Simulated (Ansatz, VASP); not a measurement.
## SnCl in VASP and in Ansatz

```
Sn Cl
1.0
    -2.89731    2.89731    1.66497
     2.89731   -2.89731    1.66497
     2.89731    2.89731   -1.66497
Sn Cl
1 1
Direct
  0.50000 0.50000 0.00000
  0.75000 0.25000 0.50000
```

Alike in both runs: functional PBE; k mesh 18 × 18 × 18; occupations gaussian, width 0.1 eV; no spin polarisation.

Ansatz relaxed the structure, and its values are those at the end. VASP's run is a single point on that final structure, the one shown.

|  | VASP | Ansatz |
| --- | --- | --- |
| version | VASP 6.6.1 | Ansatz 0.2.0 |
| potentials or method | VASP PAW PBE potentials, release 64 (Sn_d, Cl), cutoff 520 eV | scalar-relativistic, plane waves, PAW |
| valence electrons in the cell | 21 | 21 |

|  | VASP | Ansatz | Ansatz less VASP |
| --- | --- | --- | --- |
| gap on the k mesh at the Fermi level (eV) | none | none | - |
| pressure (GPa) | -0.1 | 0.0 | +0.07 |

A gap of «none» marks a metal or a gap that the smearing closes. The functional is the same, so the differences come from potentials, cutoffs and numerics.
